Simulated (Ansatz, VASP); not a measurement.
# Two plane-wave programs on MgO

```xyz
2
Lattice="0.0000 2.1064 2.1064 2.1064 0.0000 2.1064 2.1064 2.1064 0.0000" Properties=species:S:1:pos:R:3 pbc="T T T"
Mg    0.0000    0.0000    0.0000
O     2.1064    2.1064    2.1064
```

Alike in both runs: task single point; functional PBE; k mesh 9 × 9 × 9; occupations fermi-dirac, width 0.05 eV; no spin polarisation.

```csv
,VASP,Ansatz
version,VASP 6.6.1,Ansatz 0.2.0
potentials or method,"VASP PAW PBE potentials, release 64 (Mg, O), cutoff 600 eV","PAW, plane waves, scalar-relativistic"
valence electrons in the cell,8,16
```

Ansatz gave:

```
pressure (GPa) : 4.6
```

Q: Which values does VASP return?

A: Pressure (GPa): 3.6.

The functional is the same, so the differences come from potentials, cutoffs and numerics. VASP's potentials hold 8 valence electrons a cell and Ansatz's 16, so a difference there can come from the potentials and not from the codes.
